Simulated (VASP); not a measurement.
# BAs (F-43m) in VASP: further runs

BAs is run at these levels: r2SCAN, LDA; tasks: single point.

All numbers are computed with VASP 6.6.1; they aren't measurements. Logs are shortened: lines on timing, memory, paths and dates and some standing lists are left out, and cuts for length are marked.

## 1. The cell of the first run

The structure is cubic, space group F-43m (No. 216). Conventional cell: a = 4.783 Å, b = 4.783 Å, c = 4.783 Å, α = 90.00°, β = 90.00°, γ = 90.00°. Within 2.7 Å of B (site symmetry -43m) lie 4 As at 2.07 Å. Within 2.7 Å of As (site symmetry -43m) lie 4 B at 2.07 Å.

## 2. Single point, r2SCAN

The input, POSCAR:

```
BAs
1.0
    0.0000000000      2.3912600733      2.3912600733
    2.3912600733      0.0000000000      2.3912600733
    2.3912600733      2.3912600733      0.0000000000
B As
1 1
Direct
    0.0000000000      0.0000000000      0.0000000000
    0.2500000000      0.2500000000      0.2500000000
```

The input, INCAR.step1:

```
PREC = Accurate ; ENCUT = 520
ISMEAR = -1 ; SIGMA = 0.02
LREAL = F ; LASPH = T
NELM = 80 ; NBANDS = 11
GGA = PE ; ALGO = Normal
EDIFF = 1E-4 ; LWAVE = T
LCHARG = F
```

The input, INCAR.step2:

```
PREC = Accurate ; ENCUT = 520
EDIFF = 1E-6 ; ISMEAR = -1
SIGMA = 0.02 ; LREAL = F
LASPH = T ; NELM = 80
ALGO = Normal ; ISIF = 2
LWAVE = F ; LCHARG = F
METAGGA = R2SCAN ; LMIXTAU = T
NBANDS = 11 ; ISTART = 1
```

The input, KPOINTS:

```
regular mesh
0
Gamma
  10 10 10
```

Potentials or basis: VASP PAW PBE potentials, release 64 (B, As).

Launch:

```sh
$ cat potpaw_PBE.64/B/POTCAR potpaw_PBE.64/As/POTCAR > POTCAR
$ cp INCAR.step1 INCAR
$ mpirun -np 1 vasp_std > vasp.out
$ cp INCAR.step2 INCAR
$ mpirun -np 1 vasp_std > vasp.out
```

OUTCAR:

```text
PREC = Accurate
   ENCUT = 520
   EDIFF = 1E-6
   ISMEAR = -1
   LREAL = F
   LASPH = T
   NELM = 80
   ISIF = 2
   METAGGA = R2SCAN
   ISTART = 1

 ion  position               nearest neighbor table
   1  0.000  0.000  0.000-   2 2.07   2 2.07   2 2.07   2 2.07
   2  0.250  0.250  0.250-   1 2.07   1 2.07   1 2.07   1 2.07

  LATTYP: Found a face centered cubic cell.
 ALAT       =     4.7825201466

  Lattice vectors:

 A1 = (   0.0000000000,   2.3912600733,   2.3912600733)
 A2 = (   2.3912600733,   0.0000000000,   2.3912600733)
 A3 = (   2.3912600733,   2.3912600733,   0.0000000000)

Analysis of symmetry for initial positions (statically):
=====================================================================
 Subroutine PRICEL returns:
 Original cell was already a primitive cell.

 Routine SETGRP: Setting up the symmetry group for a
 face centered cubic supercell.

 Subroutine GETGRP returns: Found 24 space group operations
 (whereof 24 operations were pure point group operations)
 out of a pool of 48 trial point group operations.

The static configuration has the point symmetry T_d .

Analysis of symmetry for dynamics (positions and initial velocities):
=====================================================================
 Subroutine PRICEL returns:
 Original cell was already a primitive cell.

 Routine SETGRP: Setting up the symmetry group for a
 face centered cubic supercell.

 Subroutine GETGRP returns: Found 24 space group operations
 (whereof 24 operations were pure point group operations)
 out of a pool of 48 trial point group operations.

The dynamic configuration has the point symmetry T_d .

 Subroutine INISYM returns: Found 24 space group operations
 (whereof 24 operations are pure point group operations),
 and found     1 'primitive' translations

----------------------------------------------------------------------------------------

                                     Primitive cell

  volume of cell :      27.3470

  direct lattice vectors                    reciprocal lattice vectors
     0.000000000  2.391260073  2.391260073    -0.209094780  0.209094780  0.209094780
     2.391260073  0.000000000  2.391260073     0.209094780 -0.209094780  0.209094780
     2.391260073  2.391260073  0.000000000     0.209094780  0.209094780 -0.209094780

  length of vectors
     3.381752427  3.381752427  3.381752427     0.362162783  0.362162783  0.362162783

  position of ions in fractional coordinates (direct lattice)
     0.000000000  0.000000000  0.000000000
     0.250000000  0.250000000  0.250000000

[... 79 lines left out ...]
   NSW    =      0    number of steps for IOM
   IBRION =     -1    ionic relax: 0-MD 1-quasi-New 2-CG
   NFREE  =      0    steps in history (QN), initial steepest desc. (CG)
   ISIF   =      2    stress and relaxation
   ISYM   =      2    0-nonsym 1-usesym 2-fastsym
   POTIM  = 0.5000    time-step for ionic-motion
   TEBEG  =    0.0;   TEEND  =   0.0 temperature during run
   PSTRESS=    0.0 pullay stress
   NELECT =       8.0000    total number of electrons
   NUPDOWN=      -1.0000    fix difference up-down
   EMIN   =  10.00;   EMAX   =-10.00  energy-range for DOS
   EFERMI =   0.00;   METHOD = LEGACY
   ISMEAR =    -1;   SIGMA  =   0.02  broadening in eV -4-tet -1-fermi 0-gaus
   EFERMI_NEDOS =   21; number of points for ismear=-14 and -15
   IALGO  =     38    algorithm
   IMIX   =      4    mixing-type and parameters
     AMIX     =   0.40;   BMIX     =  1.00
     AMIX_MAG =   1.60;   BMIX_MAG =  1.00
  volume/ion in A,a.u.               =      13.67        92.27
  Fermi-wavevector in a.u.,A,eV,Ry     =   1.086763  2.053684 16.069201  1.181053
  Thomas-Fermi vector in A             =   2.222907
   LORBIT       =      0    0 simple, 1 ext, 2 COOP (PROOUT), +10 PAW based schemes
   METAGGA = R2SCAN    functional components
   LHFCALC =     F    Hartree Fock is set to
   AEXX    =    0.0000 exact exchange contribution
   IVDW    =     0    specifies the selected vdW correction
   LEPSILON=     F    determine dielectric tensor
   LRPA    =     F    only Hartree local field effects (RPA)
 non-spin polarized calculation
  energy-cutoff  :      520.00
  volume of cell :       27.35
 maximum number of plane-waves:       754
 NGX is ok and might be reduce to    28
   NGX = 13   NGY = 13   NGZ = 13

 number of electron       8.0000000 magnetization

 Free energy of the ion-electron system (eV)
  ---------------------------------------------------
  ext. energy  EPLUGINS =         0.00000000
  ---------------------------------------------------
  free energy    TOTEN  =       -22.25606098 eV

  energy without entropy =      -22.25606098  energy(sigma->0) =      -22.25606098

 E-fermi :   6.3466     XC(G=0): -11.1176

 val. band max:        5.9850506060   @ k =   0.0000   0.0000   0.0000
 cond. band min:       7.3589194453   @ k =   0.4000   0.4000   0.0000
 fundamental gap:      1.3738688393
 Fermi energy:         6.3466339909

 k-point     1 :       0.0000    0.0000    0.0000
  band No.  band energies     occupation
      1     -10.1404      2.00000
      2       5.9851      2.00000
      3       5.9851      2.00000
      4       5.9851      2.00000
      5       9.4266      0.00000
      6       9.4266      0.00000
      7       9.4266      0.00000
      8      11.0910      0.00000
      9      16.3450      0.00000
     10      19.4122      0.00000
     11      19.4122      0.00000
[... 309 lines left out ...]
 k-point    24 :       0.4000    0.3000    0.0000
  band No.  band energies     occupation
      1      -7.3623      2.00000
      2      -0.8355      2.00000
      3       1.8157      2.00000
      4       2.3129      2.00000
      5       7.8931      0.00000
      6       9.6940      0.00000
      7      15.3757      0.00000
      8      15.6071      0.00000
      9      18.9080      0.00000
     10      22.5463      0.00000
     11      22.7140      0.00000

 [... further k-points ...]
[... 5 lines left out ...]
  --------------------------------------------------------------------------------------
  -------------------------------------------------------------------------------------
  Total        0.0621932      0.0621932      0.0621932      0.0000000     -0.0000000      0.0000000
  in kB        3.6437036      3.6437036      3.6437036      0.0000000     -0.0000000      0.0000000
  external PRESSURE =       3.6437036 kB  Pullay stress =       0.0000000 kB

 VOLUME and BASIS-vectors are now :
 -----------------------------------------------------------------------------
  energy-cutoff  :      520.00
  volume of cell :       27.35
      direct lattice vectors                 reciprocal lattice vectors
     0.000000000  2.391260073  2.391260073    -0.209094780  0.209094780  0.209094780
     2.391260073  0.000000000  2.391260073     0.209094780 -0.209094780  0.209094780
     2.391260073  2.391260073  0.000000000     0.209094780  0.209094780 -0.209094780

 POSITION                                       TOTAL-FORCE (eV/Angst)
 -----------------------------------------------------------------------------------
      0.00000      0.00000      0.00000         0.000000      0.000000      0.000000
      1.19563      1.19563      1.19563        -0.000000     -0.000000     -0.000000
 -----------------------------------------------------------------------------------
    total drift:                               -0.000000     -0.000000     -0.000000

  FREE ENERGIE OF THE ION-ELECTRON SYSTEM (eV)
  ---------------------------------------------------
  free  energy   TOTEN  =       -22.2560609779 eV

  energy  without entropy=      -22.2560609779  energy(sigma->0) =      -22.25606098
```

Wall time 2.1 min (1 thread of AMD EPYC 7R13, shared host); peak memory 0.14 GiB.

Results:

- Free energy: -22.2561 eV
- Pressure: 0.4 GPa
- Band gap on the k mesh: 1.37 eV, indirect (least direct gap 3.44 eV)

Caveat: the PAW data sets were made with another functional, which shifts forces and pressure a little. A k mesh can miss the band edges.

## 3. Single point, LDA

This run uses another cell than the first one, of 13.24 Å³/atom, 0.968 times its volume.

The input, INCAR:

```
PREC     = Accurate       # precision mode
ENCUT    = 600            # plane-wave cutoff, eV
EDIFF    = 1E-6           # SCF threshold, eV
ISMEAR   = -1             # smearing method
SIGMA    = 0.02           # smearing width, eV
LREAL    = False          # projectors in reciprocal space
LASPH    = True           # aspherical terms in the spheres
NELM     = 120            # most SCF steps
ALGO     = Normal         # electronic algorithm
ISIF     = 2              # what is computed and relaxed
LWAVE    = False          # write WAVECAR
LCHARG   = False          # write CHGCAR
NBANDS   = 16             # bands
GGA_COMPAT= False
```

The input, KPOINTS:

```
Automatic mesh
0
Gamma
  10 10 10
```

The input, POSCAR:

```
BAs
1.0
    0.0000000000      2.3657126535      2.3657126535
    2.3657126535      0.0000000000      2.3657126535
    2.3657126535      2.3657126535      0.0000000000
B As
1 1
Direct
    0.0000000000      0.0000000000      0.0000000000
    0.2500000000      0.2500000000      0.2500000000
```

Potentials or basis: VASP PAW LDA potentials, release 64 (B, As_d).

Launch:

```sh
$ cat potpaw_LDA.64/B/POTCAR potpaw_LDA.64/As_d/POTCAR > POTCAR
$ mpirun -np 1 vasp_std > vasp.out
```

OUTCAR:

```text
PREC = Accurate
   ENCUT = 600
   EDIFF = 1E-6
   ISMEAR = -1
   LREAL = False
   LASPH = True
   NELM = 120
   ISIF = 2

 ion  position               nearest neighbor table
   1  0.000  0.000  0.000-   2 2.05   2 2.05   2 2.05   2 2.05
   2  0.250  0.250  0.250-   1 2.05   1 2.05   1 2.05   1 2.05

  LATTYP: Found a face centered cubic cell.
 ALAT       =     4.7314253070

  Lattice vectors:

 A1 = (   0.0000000000,   2.3657126535,   2.3657126535)
 A2 = (   2.3657126535,   0.0000000000,   2.3657126535)
 A3 = (   2.3657126535,   2.3657126535,   0.0000000000)

Analysis of symmetry for initial positions (statically):
=====================================================================
 Subroutine PRICEL returns:
 Original cell was already a primitive cell.

 Routine SETGRP: Setting up the symmetry group for a
 face centered cubic supercell.

 Subroutine GETGRP returns: Found 24 space group operations
 (whereof 24 operations were pure point group operations)
 out of a pool of 48 trial point group operations.

The static configuration has the point symmetry T_d .

[... 153 lines left out ...]
  ext. energy  EPLUGINS =         0.00000000
  ---------------------------------------------------
  free energy    TOTEN  =       -12.94272035 eV

  energy without entropy =      -12.94272035  energy(sigma->0) =      -12.94272035

 E-fermi :   5.6174     XC(G=0): -11.5758

 val. band max:        5.0962268562   @ k =   0.0000   0.0000   0.0000
 cond. band min:       6.1974703458   @ k =   0.4000   0.4000   0.0000
 fundamental gap:      1.1012434896
 Fermi energy:         5.6173761204

 k-point     1 :       0.0000    0.0000    0.0000
  band No.  band energies     occupation
      1     -30.8229      2.00000
      2     -30.8229      2.00000
      3     -30.8229      2.00000
      4     -30.7958      2.00000
      5     -30.7958      2.00000
      6     -10.5441      2.00000
[... 433 lines left out ...]
      3     -30.8091      2.00000
      4     -30.8006      2.00000
      5     -30.7907      2.00000
      6      -7.8387      2.00000
[... 8 lines left out ...]
     15      21.1138      0.00000
     16      21.4980      0.00000

 [... further k-points ...]
[... 5 lines left out ...]
  --------------------------------------------------------------------------------------
  -------------------------------------------------------------------------------------
  Total        0.1834574      0.1834574      0.1834574     -0.0000000     -0.0000000      0.0000000
  in kB       11.1001729     11.1001729     11.1001729     -0.0000000     -0.0000000      0.0000000
  external PRESSURE =      11.1001729 kB  Pullay stress =       0.0000000 kB

 VOLUME and BASIS-vectors are now :
 -----------------------------------------------------------------------------
  energy-cutoff  :      600.00
  volume of cell :       26.48
      direct lattice vectors                 reciprocal lattice vectors
     0.000000000  2.365712654  2.365712654    -0.211352803  0.211352803  0.211352803
     2.365712654  0.000000000  2.365712654     0.211352803 -0.211352803  0.211352803
     2.365712654  2.365712654  0.000000000     0.211352803  0.211352803 -0.211352803

 POSITION                                       TOTAL-FORCE (eV/Angst)
 -----------------------------------------------------------------------------------
      0.00000      0.00000      0.00000         0.000000      0.000000      0.000000
      1.18286      1.18286      1.18286        -0.000000     -0.000000     -0.000000
 -----------------------------------------------------------------------------------
    total drift:                                0.000001      0.000001      0.000001

  FREE ENERGIE OF THE ION-ELECTRON SYSTEM (eV)
  ---------------------------------------------------
  free  energy   TOTEN  =       -12.9427203483 eV

  energy  without entropy=      -12.9427203483  energy(sigma->0) =      -12.94272035
```

OSZICAR:

```text
N       E                     dE             d eps       ncg     rms          rms(c)
DAV:   1     0.946453213982E+02    0.94645E+02   -0.86955E+03  1704   0.563E+03
DAV:   2    -0.370160488299E+01   -0.98347E+02   -0.93638E+02  1680   0.681E+02
DAV:   3    -0.135028672560E+02   -0.98013E+01   -0.97566E+01  1728   0.923E+01
DAV:   4    -0.137424235822E+02   -0.23956E+00   -0.23953E+00  1920   0.153E+01
DAV:   5    -0.137455616231E+02   -0.31380E-02   -0.31380E-02  1744   0.207E+00    0.579E+00
DAV:   6    -0.130419069083E+02    0.70365E+00   -0.97562E-01  1888   0.688E+00    0.277E+00
DAV:   7    -0.129558307749E+02    0.86076E-01   -0.16725E-01  1992   0.273E+00    0.103E+00
DAV:   8    -0.129428833156E+02    0.12947E-01   -0.18423E-02  2056   0.189E+00    0.122E-01
DAV:   9    -0.129427300818E+02    0.15323E-03   -0.10130E-03  1856   0.630E-01    0.462E-02
DAV:  10    -0.129427205396E+02    0.95422E-05   -0.17809E-04  1992   0.318E-01    0.155E-02
DAV:  11    -0.129427203483E+02    0.19132E-06   -0.89992E-06  1952   0.573E-02
   1 F= -.12942720E+02 E0= -.12942720E+02  d E =-.174852E-13
```

stdout:

```text
POSCAR found type information on POSCAR B As
 POSCAR found :  2 types and       2 ions
 scaLAPACK will be used
 LDA part: xc-table for (Slater(with rela. corr.)+CA(PZ))
 , standard interpolation
 POSCAR, INCAR and KPOINTS ok, starting setup
 FFT: planning ... GRIDC
 FFT: planning ... GRID_SOFT
 FFT: planning ... GRID
 WAVECAR not read
 entering main loop
```

Run time: 28 s. Hardware: 1 thread of AMD EPYC 7R13 (Zen 3), shared host; peak memory 0.12 GiB.

Results:

- Free energy: -12.9427 eV
- Pressure: 1.1 GPa
- Band gap on the k mesh: 1.10 eV, indirect (least direct gap 3.29 eV)

A k mesh can miss the band edges. As with any semilocal functional, this LDA gap is likely too small.
